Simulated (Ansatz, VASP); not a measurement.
## Two plane-wave programs on Be

Contents of INCAR:

```
SYSTEM = Be
PREC = Accurate
ENCUT = 520
EDIFF = 1E-7
ISMEAR = -1
SIGMA = 0.1
LREAL = .False.
LASPH = .True.
NELM = 80
ALGO = Normal
ISIF = 2
LWAVE = .False.
LCHARG = .False.
GGA = B5
ALDAX = 1.0
AGGAX = 1.0
AGGAC = 1.0
ALDAC = 0.0
NBANDS = 10
```

File KPOINTS:

```
Automatic mesh
0
Gamma
  12 12 16
  0 0 0
```

The input POSCAR:

```
Be
1.0
    3.7051887547      0.0000000000      0.0000000000
   -1.8525943773      3.2087875874      0.0000000000
    0.0000000000      0.0000000000      2.2905580342
Be
3
Direct
    1.0000000000      0.0000000000      0.0000000000
    0.3333333333      0.6666666667      0.5000000000
    0.6666666667      0.3333333333      0.5000000000
```

Input for Ansatz:

```yaml
crystal:
  lattice:
    - [3.7051887547, 0.0, 0.0]
    - [-1.8525943773, 3.2087875874, 0.0]
    - [0.0, 0.0, 2.2905580342]
  atoms:
    - { symbol: Be, position: [1.0, 0.0, 0.0] }
    - { symbol: Be, position: [0.3333333333, 0.6666666667, 0.5] }
    - { symbol: Be, position: [0.6666666667, 0.3333333333, 0.5] }
hamiltonian:
  xc: blyp
  pseudopotentials:
    kind: paw
    azcp:
      Be: "pseudopotentials/Be.paw.azcp"
basis:
  ecutwfc: 420
  fft_grid_basis: typed
kpoints:
  mp_grid: { grid: [12, 12, 16], shift: [0, 0, 0] }
magnetization:
  spin_polarized: false
scf:
  occupations: { method: fermi_dirac, width: 0.1 }
  lower_state_search: "off"
output:
  stress: true
  write_density: true
  write_potential: true
  elf: true
  volumetric_format: npy
```

Alike in both runs: task single point; functional BLYP; k mesh 12 × 12 × 16; occupations fermi-dirac, width 0.1 eV; no spin polarisation.

|  | VASP | Ansatz |
| --- | --- | --- |
| version | VASP 6.6.1 | Ansatz 0.2.0 |
| potentials or method | VASP PAW PBE potentials, release 64 (Be), cutoff 520 eV | plane waves (420 eV) with PAW, scalar-relativistic |
| valence electrons in the cell | 6 | 6 |

Ansatz gave:

```
pressure (GPa)                                                : -10.4
traceless stress, the component that is largest in VASP (GPa) : 2.79
```

Question: What did VASP give for the same quantities?

Answer: Pressure (GPa): -10.3; traceless stress, the component that is largest in VASP (GPa): 2.95.

VASP's potentials were made for PBE, not for BLYP. The functional is the same, so the differences come from potentials, cutoffs and numerics.
